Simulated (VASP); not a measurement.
Wanted: the native input for a VASP 6.6.1 run.

```
Task                   : electric field gradients
Functional             : PBE
Potentials or basis    : VASP PAW PBE potentials, release 64 (In_d, As)
Cutoff                 : 520 eV
k mesh                 : 10 × 10 × 10
Occupations            : fermi-dirac, width 0.08 eV
Spin                   : no spin polarisation
Dipole correction      : no
Further INCAR settings : ALGO = Normal; EDIFF = 1e-08; NBANDS = 16
```

The structure of InAs lies in POSCAR:

```
InAs
1.0
    0.0000000000      3.0637940372      3.0637940372
    3.0637940372      0.0000000000      3.0637940372
    3.0637940372      3.0637940372      0.0000000000
In As
1 1
Direct
    0.0000000000      0.0000000000      0.0000000000
    0.7500000000      0.7500000000      0.7500000000
```

This cell differs from its parent crystal: volume scaled by 1.04.

One way to write it, as run:

INCAR

```
SYSTEM = InAs
PREC = Accurate
ENCUT = 520
EDIFF = 1E-8
ISMEAR = -1
SIGMA = 0.08
LREAL = .False.
LASPH = .True.
NELM = 80
ALGO = Normal
ISIF = 2
LWAVE = .False.
LCHARG = .False.
GGA = PE
LEFG = .True.
NBANDS = 16
```

KPOINTS

```
Automatic mesh
0
Gamma
  10 10 10
  0 0 0
```

Potentials or basis: VASP PAW PBE potentials, release 64 (In_d, As).

The run is started by

```bash
$ cat potpaw_PBE.64/In_d/POTCAR potpaw_PBE.64/As/POTCAR > POTCAR
$ mpirun -np 1 vasp_std > vasp.out
```

Results of the run:

```json
{"Pressure": "1.5 GPa", "Band gap on the k mesh": "zero (filled and empty bands touch)"}
```

Caveat: without QUAD_EFG the Cq values of the log hold for a quadrupole moment of 1 mb, not for the nuclei; spin-orbit coupling is left out, which moves the levels of the heavy elements.

It took 16 s on 1 thread of Intel(R) Xeon(R) 6975P-C (Granite Rapids) (shared host), peak memory 0.19 GiB.
